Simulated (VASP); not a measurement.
**AlNi: single point with PBE**

The system is AlNi.

```
Al Ni
1.0
     2.88100    0.00000    0.00000
     0.00000    2.88100    0.00000
     0.00000    0.00000    2.88100
Al Ni
1 1
Direct
  0.00000 0.00000 0.00000
  0.50000 0.50000 0.50000
```

```json
{
 "Program": "VASP 6.6.1",
 "Task": "single point",
 "Functional": "PBE",
 "Potentials or basis": "VASP PAW PBE potentials, release 64 (Al, Ni)",
 "Cutoff": "520 eV",
 "k mesh": "16 × 16 × 16",
 "Occupations": "fermi-dirac, width 0.05 eV",
 "Spin": "collinear spin, ferromagnetic start",
 "Starting moments": "[0.0, 1.5] μB",
 "Dipole correction": "no",
 "Further INCAR settings": "ALGO = Normal; EDIFF = 1e-06; NBANDS = 18"
}
```

```yaml
Pressure: 2.1 GPa
Net_moment: 0.00 μB per cell
Valence_electrons_inside_the_program's_atomic_spheres: Al 0.80; Ni 9.46
```

Levels at points of the mesh, in eV from the Fermi level:
Spin up:
```tsv
k point	band 4	band 5	band 6	band 7	band 8	band 9	band 10	band 11
(0.00, 0.00, 0.00)	-1.54	-1.54	-1.54	5.50	5.50	5.50	8.12	8.12
(0.50, 0.00, 0.00)	-2.25	-2.25	-1.45	-0.65	8.28	10.02	10.02	10.88
(0.50, 0.50, 0.00)	-2.89	-2.07	-2.07	-1.01	1.48	2.47	12.27	15.13
(0.50, 0.50, 0.50)	-0.98	-0.98	2.00	2.00	2.00	3.69	4.44	4.44
```
Spin down:
```csv
k point,band 4,band 5,band 6,band 7,band 8,band 9,band 10,band 11
"(0.00, 0.00, 0.00)",-1.54,-1.54,-1.54,5.50,5.50,5.50,8.12,8.12
"(0.50, 0.00, 0.00)",-2.25,-2.25,-1.45,-0.65,8.28,10.02,10.02,10.88
"(0.50, 0.50, 0.00)",-2.89,-2.07,-2.07,-1.01,1.48,2.47,12.27,15.13
"(0.50, 0.50, 0.50)",-0.98,-0.98,2.00,2.00,2.00,3.69,4.44,4.44
```

Wall time 42 s on 1 thread of Intel(R) Xeon(R) 6975P-C (Granite Rapids), on a shared host, peak memory 0.23 GiB.
